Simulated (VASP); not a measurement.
Mg2Sn, 3 atoms in the cell. Symmetry: Fm-3m, No. 225, cubic system. The conventional cell has a = 6.817 Å, b = 6.817 Å, c = 6.817 Å, α = 90.00°, β = 90.00°, γ = 90.00°. Within 3.9 Å of Mg (site symmetry -43m) lie 4 Sn at 2.95 Å and 6 Mg at 3.41 Å. Within 3.9 Å of Sn (site symmetry m-3m) lie 8 Mg at 2.95 Å. 

| Quantity | Value |
| --- | --- |
| Program | VASP 6.6.1 |
| Task | relaxation of cell and atoms |
| Functional | PBE |
| Dispersion | D3(BJ) |
| Potentials or basis | VASP PAW PBE potentials, release 64 (Mg, Sn_d) |
| Cutoff | 600 eV |
| k mesh | 12 × 12 × 12 |
| Occupations | gaussian, width 0.1 eV |
| Spin | no spin polarisation |
| Dipole correction | no |
| Further INCAR settings | ALGO = Normal; EDIFF = 1e-07; IBRION = 2; EDIFFG = -0.005; NSW = 70; ISIF = 3 |

Potentials or basis: VASP PAW PBE potentials, release 64 (Mg, Sn_d).

Run with:

```console
$ cat potpaw_PBE.64/Mg/POTCAR potpaw_PBE.64/Sn_d/POTCAR > POTCAR
$ mpirun -np 1 vasp_std > vasp.out
```

Hardware: 1 thread of Intel(R) Xeon(R) 6975P-C (Granite Rapids), on a shared host.

Problem. Estimate the wall time of this run.

Solution. Run time: 82 s on 1 thread of Intel(R) Xeon(R) 6975P-C (Granite Rapids), with other jobs on the host, peak memory 0.33 GiB. Counts: scf iterations 30, k points 72, ion steps 3.
